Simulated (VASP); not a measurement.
# FeO (I4/mmm) in VASP: single point with PBE

Aim: the single point of FeO with PBE.

All numbers are computed with VASP 6.6.1; they aren't measurements. Logs are shortened: lines on timing, memory, paths and dates and some standing lists are left out, and cuts for length are marked.

## (1) The cell of the first run

Symmetry: I4/mmm, No. 139, tetragonal system. The conventional cell has a = 3.204 Å, b = 3.204 Å, c = 4.167 Å, α = 90.00°, β = 90.00°, γ = 90.00°. Within 2.8 Å of Fe (site symmetry 4/mmm) lie 6 O at 2.08 to 2.27 Å. Within 2.8 Å of O (site symmetry 4/mmm) lie 6 Fe at 2.08 to 2.27 Å.

## (2) Single point, PBE, collinear spin, ferromagnetic start

File INCAR:

```
  ALGO = Normal
  EDIFF = 1E-6
  ENCUT = 520
  GGA = PE
  ISIF = 2
  ISMEAR = 0
  ISPIN = 2
  LASPH = T
  LCHARG = F
  LMAXMIX = 4
  LORBIT = 11
  LREAL = F
  LWAVE = F
  MAGMOM = 4 4 0 0
  NBANDS = 26
  NELM = 150
  PREC = Accurate
  SIGMA = 0.1
```

File KPOINTS:

```
k-points
0
Gamma
  6 6 4
```

File POSCAR:

```
FeO
1.0
    2.6281662533     -1.6021035014      0.0000000000
    2.6281662533      1.6021035014      0.0000000000
   -1.3498295265      0.0000000000      5.0800586090
Fe O
2 2
Direct
    0.5000000000      0.5000000000      0.5000000000
    0.0000000000      0.0000000000      0.0000000000
    0.7500000000      0.7500000000      0.2500000000
    0.2500000000      0.2500000000      0.7500000000
```

Potentials or basis: VASP PAW PBE potentials, release 64 (Fe, O).

Launch:

```console
> cat potpaw_PBE.64/Fe/POTCAR potpaw_PBE.64/O/POTCAR > POTCAR
> mpirun -np 1 vasp_std > vasp.out
```

OUTCAR:

```text
EDIFF = 1E-6
   ENCUT = 520
   GGA = PE
   ISIF = 2
   ISMEAR = 0
   ISPIN = 2
   LASPH = T
   LORBIT = 11
   LREAL = F
   NELM = 150
   PREC = Accurate

 ion  position               nearest neighbor table
   1  0.500  0.500  0.500-   3 2.08   4 2.08   4 2.27   4 2.27   3 2.27   3 2.27   2 3.08   2 3.08
                             2 3.08   2 3.08
   2  0.000  0.000  0.000-   3 2.08   4 2.08   3 2.27   3 2.27   4 2.27   4 2.27   1 3.08   1 3.08
                             1 3.08   1 3.08
   3  0.750  0.750  0.250-   1 2.08   2 2.08   1 2.27   1 2.27   2 2.27   2 2.27
   4  0.250  0.250  0.750-   1 2.08   2 2.08   2 2.27   2 2.27   1 2.27   1 2.27

  LATTYP: Found a base centered monoclinic cell.
 ALAT       =     5.2563325066
 B/A-ratio  =     0.6095898611
 C/A-ratio  =     1.0000000688
 COS(beta)  =    -0.2568006175

  Lattice vectors:

 A1 = (   2.6281662533,  -1.6021035014,   0.0000000000)
 A2 = (   2.6281662533,   1.6021035014,   0.0000000000)
 A3 = (  -1.3498295265,   0.0000000000,   5.0800586090)

Analysis of symmetry for initial positions (statically):
=====================================================================
 Subroutine PRICEL returns following result:

  LATTYP: Found a body centered tetragonal cell.
 ALAT       =     3.2042066493
 C/A-ratio  =     1.3004106651
[... 12 lines left out ...]
 Subroutine GETGRP returns: Found  4 space group operations
 (whereof  4 operations were pure point group operations)
 out of a pool of  4 trial point group operations.

The static configuration has the point symmetry C_2h.

Analysis of symmetry for dynamics (positions and initial velocities):
=====================================================================
 Subroutine PRICEL returns following result:

  LATTYP: Found a body centered tetragonal cell.
 ALAT       =     3.2042066493
 C/A-ratio  =     1.3004106651
[... 12 lines left out ...]
 Subroutine GETGRP returns: Found  4 space group operations
 (whereof  4 operations were pure point group operations)
 out of a pool of  4 trial point group operations.

The dynamic configuration has the point symmetry C_2h.

Analysis of structural, dynamic, and magnetic symmetry:
=====================================================================
 Subroutine PRICEL returns following result:

  LATTYP: Found a body centered tetragonal cell.
 ALAT       =     3.2042066493
 C/A-ratio  =     1.3004106651
[... 12 lines left out ...]
 Subroutine GETGRP returns: Found  4 space group operations
 (whereof  4 operations were pure point group operations)
[... 122 lines left out ...]
     AMIX_MAG =   1.60;   BMIX_MAG =  1.00
  volume/ion in A,a.u.               =      10.70        72.17
  Fermi-wavevector in a.u.,A,eV,Ry     =   1.421391  2.686039 27.488551  2.020351
  Thomas-Fermi vector in A             =   2.542205
   LORBIT       =     11    0 simple, 1 ext, 2 COOP (PROOUT), +10 PAW based schemes
   GGA     = PE    functional components
   LHFCALC =     F    Hartree Fock is set to
   AEXX    =    0.0000 exact exchange contribution
   IVDW    =     0    specifies the selected vdW correction
   LEPSILON=     F    determine dielectric tensor
   LRPA    =     F    only Hartree local field effects (RPA)
 spin polarized calculation
 Gauss-broadening in eV      SIGMA  =   0.10
  energy-cutoff  :      520.00
  volume of cell :       42.78
 maximum number of plane-waves:      1164
   NGX = 11   NGY = 11   NGZ = 19

 number of electron      27.9999994 magnetization       8.0118692

 Free energy of the ion-electron system (eV)
  ---------------------------------------------------
  ext. energy  EPLUGINS =         0.00000000
  ---------------------------------------------------
  free energy    TOTEN  =       -29.73243529 eV

  energy without entropy =      -29.71514054  energy(sigma->0) =      -29.72378791

 E-fermi :   5.4967     XC(G=0): -11.7950

 val. band max:        5.4879030130   @ k =  -0.3333   0.3333   0.2500
 cond. band min:       5.4972706902   @ k =   0.5000   0.1667  -0.0000
 fundamental gap:      0.0093676771
 Fermi energy:         5.4967303077

 spin component 1

 k-point     1 :       0.0000    0.0000    0.0000
  band No.  band energies     occupation
      1     -14.7535      1.00000
      2     -13.7271      1.00000
      3      -2.7561      1.00000
      4      -0.9022      1.00000
      5      -0.7407      1.00000
      6       1.5908      1.00000
[... 685 lines left out ...]
     25      19.0206      0.00000
     26      19.2928      0.00000

 [... further k-points ...]

 spin component 2

 k-point     1 :       0.0000    0.0000    0.0000
  band No.  band energies     occupation
      1     -14.2287      1.00000
      2     -13.1881      1.00000
      3      -2.0115      1.00000
      4       0.5787      1.00000
      5       0.7625      1.00000
      6       2.2184      1.00000
[... 685 lines left out ...]
     25      20.0127      0.00000
     26      20.2458      0.00000

 [... further k-points ...]
[... 5 lines left out ...]
  --------------------------------------------------------------------------------------
  -------------------------------------------------------------------------------------
  Total       -1.9557833     -2.7260638     -2.1963768      0.0000000      0.0000000     -0.6593488
  in kB      -73.2468900   -102.0950004    -82.2574609      0.0000000      0.0000000    -24.6935587
  external PRESSURE =     -85.8664505 kB  Pullay stress =       0.0000000 kB

 VOLUME and BASIS-vectors are now :
 -----------------------------------------------------------------------------
  energy-cutoff  :      520.00
  volume of cell :       42.78
      direct lattice vectors                 reciprocal lattice vectors
     2.628166253 -1.602103501  0.000000000     0.190246716 -0.312089699  0.050550723
     2.628166253  1.602103501  0.000000000     0.190246716  0.312089699  0.050550723
    -1.349829526  0.000000000  5.080058609     0.000000000  0.000000000  0.196848123

 POSITION                                       TOTAL-FORCE (eV/Angst)
 -----------------------------------------------------------------------------------
      1.95325      0.00000      2.54003         0.000000     -0.000000     -0.000000
      0.00000      0.00000      0.00000        -0.000000     -0.000000      0.000000
      3.60479      0.00000      1.27001        -0.000000      0.000000     -0.000000
      0.30171      0.00000      3.81004         0.000000      0.000000     -0.000000
 -----------------------------------------------------------------------------------
    total drift:                                0.000000     -0.000000     -0.000000

  FREE ENERGIE OF THE ION-ELECTRON SYSTEM (eV)
  ---------------------------------------------------
  free  energy   TOTEN  =       -29.7324352894 eV

  energy  without entropy=      -29.7151405387  energy(sigma->0) =      -29.72378791

 total charge

# of ion       s       p       d       tot
------------------------------------------
    1        0.279   0.326   6.051   6.656
    2        0.279   0.326   6.051   6.656
    3        1.558   3.408   0.000   4.966
    4        1.558   3.408   0.000   4.966
--------------------------------------------------
tot          3.674   7.468  12.102  23.244

 magnetization (x)

# of ion       s       p       d       tot
------------------------------------------
    1        0.031   0.019   3.570   3.621
    2        0.031   0.019   3.570   3.621
    3        0.027   0.269   0.000   0.296
    4        0.027   0.269   0.000   0.296
--------------------------------------------------
tot          0.117   0.576   7.141   7.833
```

OSZICAR:

```text
N       E                     dE             d eps       ncg     rms          rms(c)
DAV:   1     0.232703457323E+03    0.23270E+03   -0.13432E+04  5064   0.130E+03
DAV:   2    -0.972485335847E+01   -0.24243E+03   -0.21621E+03  5038   0.300E+02
DAV:   3    -0.350876639070E+02   -0.25363E+02   -0.24093E+02  5762   0.112E+02
DAV:   4    -0.356751213337E+02   -0.58746E+00   -0.58488E+00  5434   0.180E+01
DAV:   5    -0.356836858714E+02   -0.85645E-02   -0.85630E-02  5402   0.210E+00    0.216E+01
DAV:   6    -0.315025972441E+02    0.41811E+01   -0.31770E+01  6352   0.791E+01    0.278E+01
DAV:   7    -0.297294810543E+02    0.17731E+01   -0.65899E+00  6312   0.502E+01    0.123E+01
DAV:   8    -0.297691168323E+02   -0.39636E-01   -0.82041E-01  5806   0.715E+00    0.766E+00
DAV:   9    -0.297450134255E+02    0.24103E-01   -0.16446E-01  7456   0.753E+00    0.246E+00
DAV:  10    -0.297323625837E+02    0.12651E-01   -0.99162E-02  6382   0.616E+00    0.463E-01
DAV:  11    -0.297323655574E+02   -0.29737E-05   -0.18297E-02  7078   0.129E+00    0.149E-01
DAV:  12    -0.297324243251E+02   -0.58768E-04   -0.71275E-04  5186   0.232E-01    0.790E-02
DAV:  13    -0.297324243868E+02   -0.61691E-07   -0.16192E-04  6794   0.913E-02    0.388E-02
DAV:  14    -0.297324354970E+02   -0.11110E-04   -0.24476E-05  6228   0.561E-02    0.227E-02
DAV:  15    -0.297324352894E+02    0.20765E-06   -0.44079E-06  4872   0.322E-02
   1 F= -.29732435E+02 E0= -.29723788E+02  d E =-.172948E-01  mag=     8.0127
```

stdout:

```text
POSCAR found type information on POSCAR FeO
 POSCAR found :  2 types and       4 ions
 scaLAPACK will be used
 LDA part: xc-table for (Slater+PW92), standard interpolation
 POSCAR, INCAR and KPOINTS ok, starting setup
 FFT: planning ... GRIDC
 FFT: planning ... GRID_SOFT
 FFT: planning ... GRID
 WAVECAR not read
 entering main loop
```

Run time: 38 s. Hardware: 1 thread of Intel Xeon 6975P-C (Granite Rapids), shared host; peak memory 0.22 GiB.

What came out:

| Quantity | Value |
| --- | --- |
| Free energy | -29.7324 eV |
| Pressure | -8.6 GPa |
| Band gap on the k mesh | zero (filled and empty bands overlap) |
| Net moment | 8.01 μB per cell |
| Site moments | Fe +3.62; O +0.30 μB |
| Valence electrons inside the program's atomic spheres | Fe 6.66; O 4.97 |

Stress tensor (GPa, compression positive):
```
 -7.32   0.00  -2.47
  0.00 -10.21   0.00
 -2.47   0.00  -8.23
```

Caveat: the k points lie up to 0.39 Å⁻¹ apart, too coarse for converged energies and pressures of a metal; semilocal functionals often make such compounds metallic where correlation or magnetic order opens a gap, which also shifts bond lengths; only a ferromagnetic start was run, and an antiferromagnetic order may lie lower in energy. With open d or f shells a metallic result of PBE can be an artefact of self-interaction; +U or a hybrid may open a gap.
